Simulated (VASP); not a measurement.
A run of VASP 6.6.1 is set up as follows.

The input INCAR:

```
ALGO = Normal ; EDIFF = 1E-6
ENCUT = 520 ; GGA = RP
ISIF = 2 ; ISMEAR = -1
LASPH = T ; LCHARG = T
LELF = T ; LREAL = F
LVHAR = T ; LWAVE = F
NBANDS = 28 ; NELM = 60
PREC = Accurate ; SIGMA = 0.1
```

Contents of KPOINTS:

```
k-points
0
Gamma
  8 8 11
```

Contents of POSCAR:

```
Ge
1.0
    4.9469176343      0.0000000000      0.0000000000
   -2.4734588172      4.2841563417      0.0000000000
    0.0000000000      0.0000000000      2.8121672416
Ge
3
Direct
    0.0000000000      0.0000000000      1.0000000000
    0.3333333333      0.6666666667      0.5000000000
    0.6666666667      0.3333333333      0.5000000000
```

Potentials or basis: VASP PAW PBE potentials, release 64 (Ge_d).

The run is started by

```sh
$ cat potpaw_PBE.64/Ge_d/POTCAR > POTCAR
$ mpirun -np 1 vasp_std > vasp.out
```

(1) What does it give for the pressure?

(2) Estimate the band gap on the k mesh.

Answers

(1) 0.0 GPa.

(2) zero (bands 21 and 22 overlap by 4.58 eV).

Caveat: the PAW data sets were made with another functional, which shifts forces and pressure a little.
